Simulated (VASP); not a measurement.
Set up this calculation in VASP 6.6.1, as the native input.

| Quantity | Value |
| --- | --- |
| Task | single point |
| Functional | PBE |
| Potentials or basis | VASP PAW PBE potentials, release 64 (W_sv, C) |
| Cutoff | 520 eV |
| k mesh | 18 × 18 × 16 |
| Occupations | gaussian, width 0.15 eV |
| Spin | no spin polarisation |
| Dipole correction | no |
| Further INCAR settings | ALGO = Normal; EDIFF = 1e-06; NBANDS = 16 |

The structure of WC lies in POSCAR:

```
WC
1.0
    2.9005014360      0.0000000000      0.0000000000
   -1.4502507180      2.5119079273      0.0000000000
    0.0000000000      0.0000000000      2.8290000000
W C
1 1
Direct
   -0.0742871736     -0.0796207527      0.0000000000
    0.6666666667      0.3333333333      0.5000000000
```

This cell differs from its parent crystal: atom 1 (W) moved by (-0.100, -0.200) A along x and y.

One way to write it, as run:

INCAR

```
SYSTEM = WC
PREC = Accurate
ENCUT = 520
EDIFF = 1E-6
ISMEAR = 0
SIGMA = 0.15
LREAL = .False.
LASPH = .True.
NELM = 80
ALGO = Normal
ISIF = 2
LWAVE = .False.
LCHARG = .True.
GGA = PE
LELF = .True.
LVHAR = .True.
NBANDS = 16
```

KPOINTS

```
regular mesh
0
Gamma
  18 18 16
  0 0 0
```

Potentials or basis: VASP PAW PBE potentials, release 64 (W_sv, C).

The run is started by

```sh
$ cat potpaw_PBE.64/W_sv/POTCAR potpaw_PBE.64/C/POTCAR > POTCAR
$ mpirun -np 1 vasp_std > vasp.out
```

Results of the run:

```json
{
  "Pressure": "17.6 GPa",
  "Largest force": "3.618 eV/Å",
  "Band gap on the k mesh": "zero (band 9 reaches 12.19 eV, above the bottom of band 10 at 10.62 eV)"
}
```

Caveat: the cell differs from its parent crystal (atom 1 (W) moved by (-0.100, -0.200) A along x and y); spin-orbit coupling is left out, which moves the levels of the heavy elements; forces of over 1 eV/Å act on the atoms, so gaps and moduli don't describe the material at rest.

It took 4.4 min on 1 thread of Intel(R) Xeon(R) Platinum 8259CL CPU @ 2.50GHz (Skylake/Cascade Lake), with other jobs on the host, peak memory 0.56 GiB.
